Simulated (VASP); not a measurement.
## BP: relaxation of cell and atoms with PBE

The system is BP.

```
CELL_PARAMETERS angstrom
0.00000 2.27419 2.27419
2.27419 0.00000 2.27419
2.27419 2.27419 0.00000
ATOMIC_POSITIONS crystal
B 0.00000 0.00000 0.00000
P 0.75000 0.75000 0.75000
```

```yaml
Program: VASP 6.6.1
Task: relaxation of cell and atoms
Functional: PBE
Potentials_or_basis: VASP PAW PBE potentials, release 64 (B, P)
Cutoff: 600 eV
k_mesh: 10 × 10 × 10
Occupations: gaussian, width 0.01 eV
Spin: no spin polarisation
Target_pressure: 30 GPa
Dipole_correction: no
Further_INCAR_settings: ALGO = Normal; EDIFF = 1e-07; IBRION = 2; EDIFFG = -0.001; NSW = 80; ISIF = 3
```

- Relaxed volume: 10.19 Å³/atom
- Relaxed cell: a = 3.066 Å, b = 3.066 Å, c = 3.066 Å, α = 60.00°, β = 60.00°, γ = 60.00°
- Space group after relaxing (to 0.05 Å): F-43m (No. 216)
- Energy change on relaxing (the enthalpy is what falls): +130.0 meV/atom
- Ionic steps: 7
- Pressure after relaxing: 30.0 GPa
- Band gap on the k mesh: 1.04 eV, indirect (least direct gap 3.65 eV)

Step by step:
```tsv
step	energy change (eV)	largest force (eV/Å)	pressure (GPa)	volume (Å³)
1	0.0000	0.0000	-0.22	23.52
2	1.6526	0.0000	102.26	16.75
3	0.2330	0.0000	28.09	20.53
4	0.2558	0.0000	29.72	20.41
5	0.2670	0.0000	30.50	20.35
6	0.2515	0.0000	29.41	20.43
7	0.2600	0.0000	30.00	20.39
```

Final structure:
```xyz
2
Lattice="0.0000 2.1682 2.1682 2.1682 0.0000 2.1682 2.1682 2.1682 0.0000" Properties=species:S:1:pos:R:3 pbc="T T T"
B     0.0000    0.0000    0.0000
P     3.2523    3.2523    3.2523
```

Levels at points of the mesh, in eV from the valence-band top:
```tsv
k point	band 2	band 3	band 4	band 5	band 6	band 7
(0.00, 0.00, 0.00)	0.00	0.00	0.00	3.65	3.65	3.65
(0.50, 0.00, 0.00)	-10.05	-1.91	-1.91	4.63	4.80	4.80
(0.50, 0.50, 0.00)	-9.30	-4.61	-4.61	1.04	1.54	13.44
```

Run time: 69 s on 1 thread of Intel Xeon 8259CL (shared host), peak memory 0.16 GiB.

Caveat: the cell is relaxed towards a set pressure, so the enthalpy falls and the energy may rise. As with any semilocal functional, this PBE gap is likely too small.
